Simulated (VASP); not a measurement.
# Ge (Imma) in VASP: a series of runs, part 2 of 2

VASP 6.6.1.

## (3) Single point, PBE

This run uses another cell than the first one, of the same volume but with other edges.

INCAR reads:

```
PREC = Accurate
ENCUT = 520
EDIFF = 1E-6
ISMEAR = 0
SIGMA = 0.1
LREAL = False
LASPH = True
NELM = 80
ALGO = Normal
ISIF = 2
LWAVE = False
LCHARG = True
GGA = PE
LELF = True
LVHAR = True
NBANDS = 66
```

KPOINTS reads:

```
regular mesh
0
Gamma
  4 4 4
```

POSCAR reads:

```
Ge
1.0
    4.1826254920      0.0000000000      0.0000000000
    0.0000000000      6.8833039345      0.0000000000
    0.0000000000      0.0000000000      7.8748542505
Ge
8
Direct
    0.2499917246      0.8983691585      0.1093238373
    0.7500082754      0.1016308415      0.1093238373
    0.2499917246      0.6016308415      0.6093238373
    0.7500082754      0.3983691585      0.6093238373
    0.7500026370      0.3983636526      0.9314138727
    0.2499973630      0.6016363474      0.9314138727
    0.7500026370      0.1016363474      0.4314138727
    0.2499973630      0.8983636526      0.4314138727
```

Potentials or basis: VASP PAW PBE potentials, release 64 (Ge_d).

The run is started by

```bash
> cat potpaw_PBE.64/Ge_d/POTCAR > POTCAR
> mpirun -np 1 vasp_std > vasp.out
```

OUTCAR:

```text
PREC = Accurate
   ENCUT = 520
   EDIFF = 1E-6
   ISMEAR = 0
   LREAL = False
   LASPH = True
   NELM = 80
   ISIF = 2
   GGA = PE

 ion  position               nearest neighbor table
   1  0.250  0.898  0.109-   6 2.48   2 2.52   2 2.52   8 2.54
   2  0.750  0.102  0.109-   5 2.48   1 2.52   1 2.52   7 2.54
   3  0.250  0.602  0.609-   8 2.48   4 2.52   4 2.52   6 2.54
   4  0.750  0.398  0.609-   7 2.48   3 2.52   3 2.52   5 2.54
   5  0.750  0.398  0.931-   2 2.48   6 2.52   6 2.52   4 2.54
   6  0.250  0.602  0.931-   1 2.48   5 2.52   5 2.52   3 2.54
   7  0.750  0.102  0.431-   4 2.48   8 2.52   8 2.52   2 2.54
   8  0.250  0.898  0.431-   3 2.48   7 2.52   7 2.52   1 2.54

  LATTYP: Found a simple orthorhombic cell.
 ALAT       =     4.1826254920
 B/A-ratio  =     1.6456897582
 C/A-ratio  =     1.8827538506

  Lattice vectors:

 A1 = (   4.1826254920,   0.0000000000,   0.0000000000)
 A2 = (   0.0000000000,   6.8833039345,   0.0000000000)
 A3 = (   0.0000000000,   0.0000000000,   7.8748542505)

[... 193 lines left out ...]
 fundamental gap:      0.0465343697
 Fermi energy:         3.0529533009

 k-point     1 :       0.0000    0.0000    0.0000
  band No.  band energies     occupation
      1     -21.6333      2.00000
      2     -21.6119      2.00000
      3     -21.6057      2.00000
      4     -21.6037      2.00000
      5     -21.5962      2.00000
      6     -21.5948      2.00000
[... 1645 lines left out ...]
     65       8.0301      0.00000
     66       8.0302      0.00000

 [... further k-points ...]

------------------------ aborting loop because EDIFF is reached ----------------------------------------

  FORCE on cell =-STRESS in cart. coord.  units (eV):
  Direction    XX          YY          ZZ          XY          YZ          ZX
  --------------------------------------------------------------------------------------
  -------------------------------------------------------------------------------------
  Total       -0.0105402      0.0157785      0.1208763      0.0000000      0.0000000      0.0000000
  in kB       -0.0744857      0.1115031      0.8542074      0.0000000      0.0000000      0.0000000
  external PRESSURE =       0.2970749 kB  Pullay stress =       0.0000000 kB

 VOLUME and BASIS-vectors are now :
 -----------------------------------------------------------------------------
  energy-cutoff  :      520.00
  volume of cell :      226.72
      direct lattice vectors                 reciprocal lattice vectors
     4.182625492  0.000000000  0.000000000     0.239084279  0.000000000  0.000000000
     0.000000000  6.883303934  0.000000000     0.000000000  0.145279071  0.000000000
     0.000000000  0.000000000  7.874854251     0.000000000  0.000000000  0.126986477

 POSITION                                       TOTAL-FORCE (eV/Angst)
 -----------------------------------------------------------------------------------
      1.04562      6.18375      0.86091         0.000580      0.004225     -0.026567
      3.13700      0.69956      0.86091        -0.000580     -0.004225     -0.026567
      1.04562      4.14121      4.79834         0.000580     -0.004225     -0.026567
      3.13700      2.74210      4.79834        -0.000580      0.004225     -0.026567
      3.13698      2.74206      7.33475        -0.000153      0.004581      0.026567
      1.04565      4.14125      7.33475         0.000153     -0.004581      0.026567
      3.13698      0.69959      3.39732        -0.000153     -0.004581      0.026567
      1.04565      6.18371      3.39732         0.000153      0.004581      0.026567
 -----------------------------------------------------------------------------------
    total drift:                                0.000000      0.000000      0.001396

  FREE ENERGIE OF THE ION-ELECTRON SYSTEM (eV)
  ---------------------------------------------------
  free  energy   TOTEN  =       -34.6658275886 eV

  energy  without entropy=      -34.6619655073  energy(sigma->0) =      -34.66389655
```

OSZICAR:

```text
N       E                     dE             d eps       ncg     rms          rms(c)
DAV:   1     0.141614202463E+04    0.14161E+04   -0.52859E+04  4226   0.439E+03
DAV:   2     0.247142704833E+03   -0.11690E+04   -0.11342E+04  3564   0.114E+03
DAV:   3    -0.848824925665E+01   -0.25563E+03   -0.24634E+03  3738   0.267E+02
DAV:   4    -0.341195552194E+02   -0.25631E+02   -0.24873E+02  4120   0.903E+01
DAV:   5    -0.351360695421E+02   -0.10165E+01   -0.10090E+01  3914   0.199E+01    0.598E+00
DAV:   6    -0.348047924179E+02    0.33128E+00   -0.57477E-01  4458   0.428E+00    0.344E+00
DAV:   7    -0.346465367736E+02    0.15826E+00   -0.47017E-01  4506   0.292E+00    0.450E-01
DAV:   8    -0.346597391692E+02   -0.13202E-01   -0.87407E-02  3938   0.333E+00    0.239E-01
DAV:   9    -0.346630347821E+02   -0.32956E-02   -0.12082E-02  4186   0.230E+00    0.172E-01
DAV:  10    -0.346647936140E+02   -0.17588E-02   -0.22265E-03  3800   0.139E+00    0.676E-02
DAV:  11    -0.346656641443E+02   -0.87053E-03   -0.15576E-03  3774   0.900E-01    0.208E-02
DAV:  12    -0.346657851290E+02   -0.12098E-03   -0.61201E-04  4566   0.182E-01    0.150E-02
DAV:  13    -0.346658201595E+02   -0.35031E-04   -0.37466E-05  3346   0.997E-02    0.475E-03
DAV:  14    -0.346658271888E+02   -0.70293E-05   -0.21483E-05  4506   0.327E-02    0.200E-03
DAV:  15    -0.346658275886E+02   -0.39977E-06   -0.33130E-06  3282   0.418E-02
   1 F= -.34665828E+02 E0= -.34663897E+02  d E =-.386208E-02
```

Wall time 6.6 min (1 thread of Intel Xeon 6975P-C, shared host); peak memory 0.47 GiB.

What came out:

| Property | Result |
| --- | --- |
| Free energy | -34.6658 eV |
| Pressure | 0.0 GPa |
| Largest force | 0.027 eV/Å |
| Band gap on the k mesh | zero (band 56 reaches 3.08 eV, above the bottom of band 57 at 3.03 eV) |

Forces in eV/Å, atoms in the order of the input:
```
Ge   0.001  0.004 -0.027
Ge  -0.001 -0.004 -0.027
Ge   0.001 -0.004 -0.027
Ge  -0.001  0.004 -0.027
Ge   0.000  0.005  0.027
Ge   0.000 -0.005  0.027
Ge   0.000 -0.005  0.027
Ge   0.000  0.005  0.027
```

Caveat: the k points lie up to 0.38 Å⁻¹ apart.
